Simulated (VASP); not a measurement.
**Sb: single point with PBE**

The system is Sb.

```
Sb
1.0
     2.19446    1.26697    3.93419
    -2.19446    1.26697    3.93419
     0.00000   -2.53394    3.93419
Sb
2
Direct
  0.23114 0.23114 0.23114
  0.76886 0.76886 0.76886
```

```json
{
 "Program": "VASP 6.6.1",
 "Task": "single point",
 "Functional": "PBE",
 "Potentials or basis": "VASP PAW PBE potentials, release 64 (Sb)",
 "Cutoff": "520 eV",
 "k mesh": "12 × 12 × 12",
 "Occupations": "gaussian, width 0.1 eV",
 "Spin": "no spin polarisation",
 "Dipole correction": "no",
 "Further INCAR settings": "ALGO = Normal; EDIFF = 1e-06; NBANDS = 12"
}
```

| Quantity | Value |
| --- | --- |
| Pressure | -0.7 GPa |
| Largest force | 0.032 eV/Å |
| Band gap on the k mesh | zero (bands 5 and 6 overlap by 0.15 eV) |

Forces on the atoms (eV/Å):
```
Sb   0.000  0.000  0.032
Sb   0.000  0.000 -0.032
```

Stress tensor (GPa, compression positive):
```
-0.70  0.00  0.00
 0.00 -0.70  0.00
 0.00  0.00 -0.81
```

Levels at points of the mesh, in eV from the Fermi level:
| k point | band 3 | band 4 | band 5 | band 6 | band 7 | band 8 |
| --- | --- | --- | --- | --- | --- | --- |
| (0.00, 0.00, 0.00) | -1.90 | -1.57 | -1.57 | 1.84 | 2.53 | 2.53 |
| (0.50, 0.00, 0.00) | -1.88 | -1.85 | -0.23 | -0.18 | 0.31 | 0.85 |
| (0.50, 0.50, 0.00) | -4.85 | -3.34 | -3.24 | 1.70 | 4.53 | 5.34 |
| (0.50, 0.50, 0.50) | -1.19 | -1.19 | -0.52 | 0.46 | 0.46 | 1.22 |

Wall time 2.9 min on 1 thread of Intel Xeon 8259CL (shared host), peak memory 0.29 GiB.

Caveat: spin-orbit coupling is left out, which moves the levels of the heavy elements.
